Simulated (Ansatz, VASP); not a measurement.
## B4As3N in VASP and in Ansatz

```
N B As
1.0
     3.21621    0.00000    0.00000
     0.00000    6.43525    0.00000
     0.00000    0.00000    4.48084
N B As
1 4 3
Cartesian
  0.0000 0.0000 0.0885
  1.6081 0.0000 3.6494
  0.0000 5.1258 0.9997
  1.6081 3.2176 3.2438
  0.0000 1.3095 0.9997
  1.6081 4.9480 2.2445
  0.0000 3.2176 -0.0275
  1.6081 1.4873 2.2445
```

Alike in both runs: task single point; functional PBE; k mesh 8 × 4 × 6; occupations fermi-dirac, width 0.02 eV; no spin polarisation.

```csv
,VASP,Ansatz
version,VASP 6.6.1,Ansatz 0.2.0
potentials or method,"VASP PAW PBE potentials, release 64 (N, B, As)","plane waves, PAW"
plane-wave cutoff (eV),520,420
valence electrons in the cell,32,62
```

VASP gave:

- pressure (GPa): 3.0
- rms of the force components (eV/Å): 0.087

Q: Which values does Ansatz return?

A: Pressure (GPa): 2.2; rms of the force components (eV/Å): 0.066.

With one functional, cell and mesh, what is left measures potentials, basis and numerics. VASP's potentials hold 32 valence electrons a cell and Ansatz's 62, so a difference there can come from the potentials and not from the codes.
